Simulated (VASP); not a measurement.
# NbSi (Pm-3m) in VASP: further runs

NbSi is run at these levels: PBE; tasks: single point, relaxation of cell and atoms.

All numbers are computed with VASP 6.6.1; they aren't measurements. Logs are shortened: lines on timing, memory, paths and dates and some standing lists are left out, and cuts for length are marked.

### Step 1. The cell of the first run

Symmetry: Pm-3m, No. 221, cubic system. The conventional cell has a = 2.849 Å, b = 2.849 Å, c = 2.849 Å, α = 90.00°, β = 90.00°, γ = 90.00°. Within 3.3 Å of Nb (site symmetry m-3m) lie 8 Si at 2.47 Å and 6 Nb at 2.85 Å. Si (site symmetry m-3m) has 8 Nb at 2.47 Å and 6 Si at 2.85 Å within 3.3 Å.

The cell was built from a structure type or drawn by symmetry, and may not be a known phase.

### Step 2. Single point, PBE

INCAR reads:

```
PREC = Accurate
ENCUT = 520
EDIFF = 1E-6
ISMEAR = 0
SIGMA = 0.1
LREAL = False
LASPH = True
NELM = 80
ALGO = Normal
ISIF = 2
LWAVE = False
LCHARG = False
GGA = PE
NBANDS = 16
```

KPOINTS reads:

```
regular mesh
0
Gamma
  6 6 6
```

POSCAR reads:

```
NbSi
1.0
    2.8492878000      0.0000000000      0.0000000000
    0.0000000000      2.8492878000      0.0000000000
    0.0000000000      0.0000000000      2.8492878000
Nb Si
1 1
Direct
    0.0000000000      0.0000000000      0.0000000000
    0.5000000000      0.5000000000      0.5000000000
```

Potentials or basis: VASP PAW PBE potentials, release 64 (Nb_sv, Si).

Command:

```sh
$ cat potpaw_PBE.64/Nb_sv/POTCAR potpaw_PBE.64/Si/POTCAR > POTCAR
$ mpirun -np 1 vasp_std > vasp.out
```

OUTCAR:

```text
PREC = Accurate
   ENCUT = 520
   EDIFF = 1E-6
   ISMEAR = 0
   LREAL = False
   LASPH = True
   NELM = 80
   ISIF = 2
   GGA = PE

 ion  position               nearest neighbor table
   1  0.000  0.000  0.000-   2 2.47   2 2.47   2 2.47   2 2.47   2 2.47   2 2.47   2 2.47   2 2.47

   2  0.500  0.500  0.500-   1 2.47   1 2.47   1 2.47   1 2.47   1 2.47   1 2.47   1 2.47   1 2.47

  LATTYP: Found a simple cubic cell.
 ALAT       =     2.8492878000

  Lattice vectors:

 A1 = (   2.8492878000,   0.0000000000,   0.0000000000)
 A2 = (   0.0000000000,   2.8492878000,   0.0000000000)
 A3 = (   0.0000000000,   0.0000000000,   2.8492878000)

Analysis of symmetry for initial positions (statically):
=====================================================================
 Subroutine PRICEL returns:
 Original cell was already a primitive cell.

 Routine SETGRP: Setting up the symmetry group for a
 simple cubic supercell.

 Subroutine GETGRP returns: Found 48 space group operations
 (whereof 48 operations were pure point group operations)
 out of a pool of 48 trial point group operations.

The static configuration has the point symmetry O_h .

Analysis of symmetry for dynamics (positions and initial velocities):
=====================================================================
 Subroutine PRICEL returns:
 Original cell was already a primitive cell.

 Routine SETGRP: Setting up the symmetry group for a
 simple cubic supercell.

 Subroutine GETGRP returns: Found 48 space group operations
 (whereof 48 operations were pure point group operations)
 out of a pool of 48 trial point group operations.

The dynamic configuration has the point symmetry O_h .

 Subroutine INISYM returns: Found 48 space group operations
 (whereof 48 operations are pure point group operations),
 and found     1 'primitive' translations

----------------------------------------------------------------------------------------

                                     Primitive cell

  volume of cell :      23.1318

  direct lattice vectors                    reciprocal lattice vectors
     2.849287800  0.000000000  0.000000000     0.350964897  0.000000000  0.000000000
     0.000000000  2.849287800  0.000000000     0.000000000  0.350964897  0.000000000
     0.000000000  0.000000000  2.849287800     0.000000000  0.000000000  0.350964897

  length of vectors
     2.849287800  2.849287800  2.849287800     0.350964897  0.350964897  0.350964897

  position of ions in fractional coordinates (direct lattice)
     0.000000000  0.000000000  0.000000000
     0.500000000  0.500000000  0.500000000

  ion indices of the primitive-cell ions
   primitive index   ion index
                 1           1
                 2           2

----------------------------------------------------------------------------------------

 KPOINTS: regular mesh

Automatic generation of k-mesh.
 Grid dimensions read from file:
 generate k-points for:    6    6    6

 Generating k-lattice:

  Cartesian coordinates                     Fractional coordinates (reciprocal lattice)
     0.058494150  0.000000000  0.000000000     0.166666667  0.000000000  0.000000000
     0.000000000  0.058494150  0.000000000     0.000000000  0.166666667  0.000000000
     0.000000000  0.000000000  0.058494150     0.000000000  0.000000000  0.166666667

  Length of vectors
     0.058494150  0.058494150  0.058494150

  Shift w.r.t. Gamma in fractional coordinates (k-lattice)
     0.000000000  0.000000000  0.000000000

 Subroutine IBZKPT returns following result:
 ===========================================

 Found     20 irreducible k-points:

 Following reciprocal coordinates:
            Coordinates               Weight
  0.000000  0.000000  0.000000      1.000000
  0.166667  0.000000  0.000000      6.000000
  0.333333  0.000000  0.000000      6.000000
  0.500000  0.000000  0.000000      3.000000
  0.166667  0.166667  0.000000     12.000000
  0.333333  0.166667  0.000000     24.000000
[... 12 lines left out ...]
  0.500000  0.500000  0.333333      6.000000
  0.500000  0.500000  0.500000      1.000000
   k-points           NKPTS =     20   k-points in BZ     NKDIM =     20   number of bands    NBANDS=     16
   number of dos      NEDOS =    301   number of ions     NIONS =      2
   total plane-waves  NPLWV =  13824
   dimension x,y,z NGX =    24 NGY =   24 NGZ =   24
   dimension x,y,z NGXF=    48 NGYF=   48 NGZF=   48
   ions per type =               1   1
   NGX,Y,Z   is equivalent  to a cutoff of  14.00, 14.00, 14.00 a.u.
   NGXF,Y,Z  is equivalent  to a cutoff of  28.01, 28.01, 28.01 a.u.
 SYSTEM =  unknown system
   PREC   = accura    normal or accurate (medium, high low for compatibility)
   ISTART =      0    job   : 0-new  1-cont  2-samecut
   ICHARG =      2    charge: 1-file 2-atom 10-const
   ISPIN  =      1    spin polarized calculation?
   LNONCOLLINEAR =      F non collinear calculations
   LSORBIT =      F    spin-orbit coupling
   LASPH  =      T    aspherical Exc in radial PAW
   ENCUT  =  520.0 eV  38.22 Ry    6.18 a.u.   5.30  5.30  5.30*2*pi/ulx,y,z
   NELM   =     80;   NELMIN=  2; NELMDL= -5     # of ELM steps
   EDIFF  = 0.1E-05   stopping-criterion for ELM
   LREAL  =      F    real-space projection
   EDIFFG = 0.1E-04   stopping-criterion for IOM
   NSW    =      0    number of steps for IOM
   IBRION =     -1    ionic relax: 0-MD 1-quasi-New 2-CG
   NFREE  =      0    steps in history (QN), initial steepest desc. (CG)
   ISIF   =      2    stress and relaxation
   ISYM   =      2    0-nonsym 1-usesym 2-fastsym
   POTIM  = 0.5000    time-step for ionic-motion
   TEBEG  =    0.0;   TEEND  =   0.0 temperature during run
   PSTRESS=    0.0 pullay stress
   NELECT =      17.0000    total number of electrons
   NUPDOWN=      -1.0000    fix difference up-down
   EMIN   =  10.00;   EMAX   =-10.00  energy-range for DOS
   EFERMI =   0.00;   METHOD = LEGACY
   ISMEAR =     0;   SIGMA  =   0.10  broadening in eV -4-tet -1-fermi 0-gaus
   EFERMI_NEDOS =   21; number of points for ismear=-14 and -15
   IALGO  =     38    algorithm
   IMIX   =      4    mixing-type and parameters
     AMIX     =   0.40;   BMIX     =  1.00
     AMIX_MAG =   1.60;   BMIX_MAG =  1.00
  volume/ion in A,a.u.               =      11.57        78.05
  Fermi-wavevector in a.u.,A,eV,Ry     =   1.477366  2.791817 29.696223  2.182611
  Thomas-Fermi vector in A             =   2.591779
   LORBIT       =      0    0 simple, 1 ext, 2 COOP (PROOUT), +10 PAW based schemes
   GGA     = PE    functional components
   LHFCALC =     F    Hartree Fock is set to
   AEXX    =    0.0000 exact exchange contribution
   IVDW    =     0    specifies the selected vdW correction
   LEPSILON=     F    determine dielectric tensor
   LRPA    =     F    only Hartree local field effects (RPA)
 non-spin polarized calculation
 Gauss-broadening in eV      SIGMA  =   0.10
  energy-cutoff  :      520.00
  volume of cell :       23.13
 maximum number of plane-waves:       635
 NGX is ok and might be reduce to    24
   NGX = 11   NGY = 11   NGZ = 11

 number of electron      17.0000001 magnetization

 Free energy of the ion-electron system (eV)
  ---------------------------------------------------
  ext. energy  EPLUGINS =         0.00000000
  ---------------------------------------------------
  free energy    TOTEN  =       -14.13694893 eV

  energy without entropy =      -14.12493462  energy(sigma->0) =      -14.13094178

 E-fermi :  16.0314     XC(G=0): -13.5954

 val. band max:       16.0063156157   @ k =   0.3333   0.3333   0.1667
 cond. band min:      16.0884431303   @ k =   0.1667   0.1667   0.1667
 fundamental gap:      0.0821275146
 Fermi energy:        16.0314462327

 k-point     1 :       0.0000    0.0000    0.0000
  band No.  band energies     occupation
      1     -38.1734      2.00000
      2     -13.9453      2.00000
      3     -13.9453      2.00000
      4     -13.9453      2.00000
      5       3.1353      2.00000
      6      11.6386      2.00000
[... 8 lines left out ...]
     15      27.6677      0.00000
     16      31.1396      0.00000

 k-point     2 :       0.1667    0.0000    0.0000
  band No.  band energies     occupation
      1     -38.1401      2.00000
      2     -14.2801      2.00000
      3     -13.9147      2.00000
      4     -13.9147      2.00000
      5       3.8196      2.00000
      6      11.7139      2.00000
[... 8 lines left out ...]
     15      28.5535      0.00000
     16      32.8804      0.00000

 k-point     3 :       0.3333    0.0000    0.0000
  band No.  band energies     occupation
      1     -38.0725      2.00000
      2     -14.9039      2.00000
      3     -13.8526      2.00000
      4     -13.8526      2.00000
      5       5.5771      2.00000
      6      10.4704      2.00000
[... 8 lines left out ...]
     15      28.8174      0.00000
     16      30.6239      0.00000

 k-point     4 :       0.5000    0.0000    0.0000
  band No.  band energies     occupation
      1     -38.0383      2.00000
      2     -15.1966      2.00000
      3     -13.8213      2.00000
      4     -13.8213      2.00000
      5       7.7299      2.00000
      6       8.2205      2.00000
[... 8 lines left out ...]
     15      27.5119      0.00000
     16      28.3918      0.00000
[... 248 lines left out ...]
 k-point    18 :       0.5000    0.3333    0.3333
  band No.  band energies     occupation
      1     -37.8523      2.00000
      2     -14.8578      2.00000
      3     -14.5666      2.00000
      4     -14.5330      2.00000
      5       7.6139      2.00000
      6       9.6714      2.00000
[... 8 lines left out ...]
     15      28.1016      0.00000
     16      29.3070      0.00000

 k-point    19 :       0.5000    0.5000    0.3333
  band No.  band energies     occupation
      1     -37.8213      2.00000
      2     -14.8046      2.00000
      3     -14.8046      2.00000
      4     -14.5044      2.00000
      5       7.7943      2.00000
      6       9.4923      2.00000
[... 8 lines left out ...]
     15      28.6727      0.00000
     16      28.6727      0.00000

 k-point    20 :       0.5000    0.5000    0.5000
  band No.  band energies     occupation
      1     -37.7906      2.00000
      2     -14.7548      2.00000
      3     -14.7548      2.00000
      4     -14.7548      2.00000
      5       8.8241      2.00000
      6       8.8241      2.00000
[... 8 lines left out ...]
     15      27.8258      0.00000
     16      27.8258      0.00000

------------------------ aborting loop because EDIFF is reached ----------------------------------------

  FORCE on cell =-STRESS in cart. coord.  units (eV):
  Direction    XX          YY          ZZ          XY          YZ          ZX
  --------------------------------------------------------------------------------------
  -------------------------------------------------------------------------------------
  Total       13.8478981     13.8478981     13.8478981     -0.0000000      0.0000000      0.0000000
  in kB      959.1476886    959.1476886    959.1476886     -0.0000000      0.0000000      0.0000000
  external PRESSURE =     959.1476886 kB  Pullay stress =       0.0000000 kB

 VOLUME and BASIS-vectors are now :
 -----------------------------------------------------------------------------
  energy-cutoff  :      520.00
  volume of cell :       23.13
      direct lattice vectors                 reciprocal lattice vectors
     2.849287800  0.000000000  0.000000000     0.350964897  0.000000000  0.000000000
     0.000000000  2.849287800  0.000000000     0.000000000  0.350964897  0.000000000
     0.000000000  0.000000000  2.849287800     0.000000000  0.000000000  0.350964897

 POSITION                                       TOTAL-FORCE (eV/Angst)
 -----------------------------------------------------------------------------------
      0.00000      0.00000      0.00000         0.000000      0.000000      0.000000
      1.42464      1.42464      1.42464         0.000000      0.000000      0.000000
 -----------------------------------------------------------------------------------
    total drift:                                0.000000      0.000000      0.000000

  FREE ENERGIE OF THE ION-ELECTRON SYSTEM (eV)
  ---------------------------------------------------
  free  energy   TOTEN  =       -14.1369489327 eV

  energy  without entropy=      -14.1249346181  energy(sigma->0) =      -14.13094178
```

Run time: 9.6 s. Hardware: 1 thread of Intel Xeon 8259CL, shared host; peak memory 0.14 GiB.

What came out:

```
Free energy            : -14.1369 eV
Pressure               : 95.9 GPa
Band gap on the k mesh : zero (an odd number of electrons rules out a gap without spin polarisation)
```

Caveat: the k points lie up to 0.37 Å⁻¹ apart, too coarse for converged energies and pressures of a metal.

### Step 3. Single point, PBE

This run uses another cell than the first one, of 15.72 Å³/atom.

INCAR reads:

```
ALGO = Normal ; EDIFF = 1E-6
ENCUT = 520 ; GGA = PE
ISIF = 2 ; ISMEAR = 0
LASPH = T ; LCHARG = F
LREAL = F ; LWAVE = F
NBANDS = 16 ; NELM = 60
PREC = Accurate ; SIGMA = 0.1
```

KPOINTS reads:

```
k-points
0
Gamma
  6 6 6
```

POSCAR reads:

```
NbSi
1.0
    3.1559764709      0.0000000000      0.0000000000
    0.0000000000      3.1559764709      0.0000000000
    0.0000000000      0.0000000000      3.1559764709
Nb Si
1 1
Direct
    0.0000000000      0.0000000000      0.0000000000
    0.5000000000      0.5000000000      0.5000000000
```

Potentials or basis: VASP PAW PBE potentials, release 64 (Nb_sv, Si).

Command:

```sh
$ cat potpaw_PBE.64/Nb_sv/POTCAR potpaw_PBE.64/Si/POTCAR > POTCAR
$ mpirun -np 1 vasp_std > vasp.out
```

OUTCAR:

```text
EDIFF = 1E-6
   ENCUT = 520
   GGA = PE
   ISIF = 2
   ISMEAR = 0
   LASPH = T
   LREAL = F
   NELM = 60
   PREC = Accurate

 ion  position               nearest neighbor table
   1  0.000  0.000  0.000-   2 2.73   2 2.73   2 2.73   2 2.73   2 2.73   2 2.73   2 2.73   2 2.73

   2  0.500  0.500  0.500-   1 2.73   1 2.73   1 2.73   1 2.73   1 2.73   1 2.73   1 2.73   1 2.73

  LATTYP: Found a simple cubic cell.
 ALAT       =     3.1559764709

  Lattice vectors:

 A1 = (   3.1559764709,   0.0000000000,   0.0000000000)
 A2 = (   0.0000000000,   3.1559764709,   0.0000000000)
 A3 = (   0.0000000000,   0.0000000000,   3.1559764709)

Analysis of symmetry for initial positions (statically):
=====================================================================
 Subroutine PRICEL returns:
 Original cell was already a primitive cell.

 Routine SETGRP: Setting up the symmetry group for a
 simple cubic supercell.

 Subroutine GETGRP returns: Found 48 space group operations
 (whereof 48 operations were pure point group operations)
 out of a pool of 48 trial point group operations.

The static configuration has the point symmetry O_h .

Analysis of symmetry for dynamics (positions and initial velocities):
=====================================================================
 Subroutine PRICEL returns:
 Original cell was already a primitive cell.

 Routine SETGRP: Setting up the symmetry group for a
 simple cubic supercell.

 Subroutine GETGRP returns: Found 48 space group operations
 (whereof 48 operations were pure point group operations)
 out of a pool of 48 trial point group operations.

The dynamic configuration has the point symmetry O_h .

 Subroutine INISYM returns: Found 48 space group operations
 (whereof 48 operations are pure point group operations),
 and found     1 'primitive' translations

[... 106 lines left out ...]
   IALGO  =     38    algorithm
   IMIX   =      4    mixing-type and parameters
     AMIX     =   0.40;   BMIX     =  1.00
     AMIX_MAG =   1.60;   BMIX_MAG =  1.00
  volume/ion in A,a.u.               =      15.72       106.06
  Fermi-wavevector in a.u.,A,eV,Ry     =   1.333800  2.520517 24.205070  1.779022
  Thomas-Fermi vector in A             =   2.462630
   LORBIT       =      0    0 simple, 1 ext, 2 COOP (PROOUT), +10 PAW based schemes
   GGA     = PE    functional components
   LHFCALC =     F    Hartree Fock is set to
   AEXX    =    0.0000 exact exchange contribution
   IVDW    =     0    specifies the selected vdW correction
   LEPSILON=     F    determine dielectric tensor
   LRPA    =     F    only Hartree local field effects (RPA)
 non-spin polarized calculation
 Gauss-broadening in eV      SIGMA  =   0.10
  energy-cutoff  :      520.00
  volume of cell :       31.43
 maximum number of plane-waves:       868
 NGX is ok and might be reduce to    24
   NGX = 11   NGY = 11   NGZ = 11

 number of electron      17.0000003 magnetization

 Free energy of the ion-electron system (eV)
  ---------------------------------------------------
  ext. energy  EPLUGINS =         0.00000000
  ---------------------------------------------------
  free energy    TOTEN  =       -16.09821256 eV

  energy without entropy =      -16.08784508  energy(sigma->0) =      -16.09302882

 E-fermi :  11.1155     XC(G=0): -12.0702

 val. band max:       11.0949880630   @ k =   0.3333   0.3333   0.0000
 cond. band min:      11.4439326448   @ k =   0.5000   0.5000   0.0000
 fundamental gap:      0.3489445818
 Fermi energy:        11.1154969265

 k-point     1 :       0.0000    0.0000    0.0000
  band No.  band energies     occupation
      1     -43.5243      2.00000
      2     -19.4341      2.00000
      3     -19.4341      2.00000
      4     -19.4341      2.00000
      5       0.0970      2.00000
      6       8.4835      2.00000
[... 357 lines left out ...]
      3     -19.7385      2.00000
      4     -19.7385      2.00000
      5       6.0661      2.00000
      6       6.0661      2.00000
[... 8 lines left out ...]
     15      19.3839      0.00000
     16      19.3839      0.00000

------------------------ aborting loop because EDIFF is reached ----------------------------------------

  FORCE on cell =-STRESS in cart. coord.  units (eV):
  Direction    XX          YY          ZZ          XY          YZ          ZX
  --------------------------------------------------------------------------------------
  -------------------------------------------------------------------------------------
  Total        0.0129909      0.0129909      0.0129909     -0.0000000      0.0000000     -0.0000000
  in kB        0.6621382      0.6621382      0.6621382     -0.0000000      0.0000000     -0.0000000
  external PRESSURE =       0.6621382 kB  Pullay stress =       0.0000000 kB

 VOLUME and BASIS-vectors are now :
 -----------------------------------------------------------------------------
  energy-cutoff  :      520.00
  volume of cell :       31.43
      direct lattice vectors                 reciprocal lattice vectors
     3.155976471  0.000000000  0.000000000     0.316859143  0.000000000  0.000000000
     0.000000000  3.155976471  0.000000000     0.000000000  0.316859143  0.000000000
     0.000000000  0.000000000  3.155976471     0.000000000  0.000000000  0.316859143

 POSITION                                       TOTAL-FORCE (eV/Angst)
 -----------------------------------------------------------------------------------
      0.00000      0.00000      0.00000         0.000000      0.000000      0.000000
      1.57799      1.57799      1.57799         0.000000      0.000000      0.000000
 -----------------------------------------------------------------------------------
    total drift:                                0.000000      0.000000      0.000000

  FREE ENERGIE OF THE ION-ELECTRON SYSTEM (eV)
  ---------------------------------------------------
  free  energy   TOTEN  =       -16.0982125630 eV

  energy  without entropy=      -16.0878450780  energy(sigma->0) =      -16.09302882
```

stdout:

```text
POSCAR found type information on POSCAR NbSi
 POSCAR found :  2 types and       2 ions
 scaLAPACK will be used
 LDA part: xc-table for (Slater+PW92), standard interpolation
 POSCAR, INCAR and KPOINTS ok, starting setup
 FFT: planning ... GRIDC
 FFT: planning ... GRID_SOFT
 FFT: planning ... GRID
 WAVECAR not read
 entering main loop
```

Run time: 8.8 s. Hardware: 1 thread of Intel Xeon 8259CL, shared host; peak memory 0.14 GiB.

What came out:

```
Free energy            : -16.0982 eV
Pressure               : 0.1 GPa
Band gap on the k mesh : zero (an odd number of electrons rules out a gap without spin polarisation)
```

(Continued in part 2 of 2.)
